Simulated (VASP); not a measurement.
A run of VASP 6.6.1 is set up as follows.

INCAR

```
ALGO = Normal
EDIFF = 1E-7
ENCUT = 520
GGA = PS
ISIF = 2
ISMEAR = -1
LASPH = T
LCHARG = F
LREAL = F
LWAVE = F
NBANDS = 12
NELM = 60
PREC = Accurate
SIGMA = 0.05
```

Contents of KPOINTS:

```
k-points
0
Gamma
  11 11 11
```

POSCAR

```
Au
1.0
   -0.0407000000      2.0350000000      2.0350000000
    2.0350000000     -0.0407000000      2.0350000000
    1.9943000000      1.9943000000      0.0000000000
Au
1
Direct
    0.0000000000      0.0000000000      0.0000000000
```

Potentials or basis: VASP PAW PBE potentials, release 64 (Au).

Command:

```console
$ cat potpaw_PBE.64/Au/POTCAR > POTCAR
$ mpirun -np 1 vasp_std > vasp.out
```

(1) Estimate the pressure.

Answers

(1) 1.6 GPa.

Caveat: the PAW data sets were made with another functional, which shifts forces and pressure a little.
